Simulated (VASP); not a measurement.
Write the native input for VASP 6.6.1 that does the following.

* Task: single point
* Functional: PBE
* Potentials or basis: VASP PAW PBE potentials, release 64 (Pd)
* Cutoff: 520 eV
* k mesh: 20 × 20 × 20
* Occupations: gaussian, width 0.15 eV
* Spin: no spin polarisation
* Dipole correction: no
* Further INCAR settings: ALGO = Fast; EDIFF = 1e-06; NBANDS = 11

The structure of Pd lies in POSCAR:

```
Pd
1.0
    0.0145867500      1.9449000000      1.9449000000
    1.9594867500      0.0000000000      1.9594867500
    1.9449000000      1.9449000000      0.0145867500
Pd
1
Direct
    0.0000000000      0.0000000000      0.0000000000
```

This cell differs from its parent crystal: strain +0.0150 x Voigt [0, 0, 0, 0, 1, 0].

One way to write it, as run:

INCAR

```
SYSTEM = Pd
ALGO     = Fast           ! electronic algorithm
EDIFF    = 1E-6           ! SCF threshold, eV
ENCUT    = 520            ! plane-wave cutoff, eV
GGA      = PE             ! functional
ISIF     = 2              ! what is computed and relaxed
ISMEAR   = 0              ! smearing method
LASPH    = .TRUE.         ! aspherical terms in the spheres
LCHARG   = .FALSE.        ! write CHGCAR
LREAL    = .FALSE.        ! projectors in reciprocal space
LWAVE    = .FALSE.        ! write WAVECAR
NBANDS   = 11             ! bands
NELM     = 60             ! most SCF steps
PREC     = Accurate       ! precision mode
SIGMA    = 0.15           ! smearing width, eV
```

KPOINTS

```
k-points
0
G
  20 20 20
  0 0 0
```

Potentials or basis: VASP PAW PBE potentials, release 64 (Pd).

Run with:

```sh
$ cat potpaw_PBE.64/Pd/POTCAR > POTCAR
$ mpirun -np 1 vasp_std > vasp.out
```

Results of the run:

```json
{
  "Pressure": "7.4 GPa",
  "Band gap on the k mesh": "zero (band 5 reaches 10.12 eV, above the bottom of band 6 at 8.50 eV)"
}
```

Caveat: the cell differs from its parent crystal (strain +0.0150 x Voigt [0, 0, 0, 0, 1, 0]).

It took 100 s on 1 thread of Intel(R) Xeon(R) Platinum 8488C (Sapphire Rapids), on a shared host, peak memory 0.29 GiB.
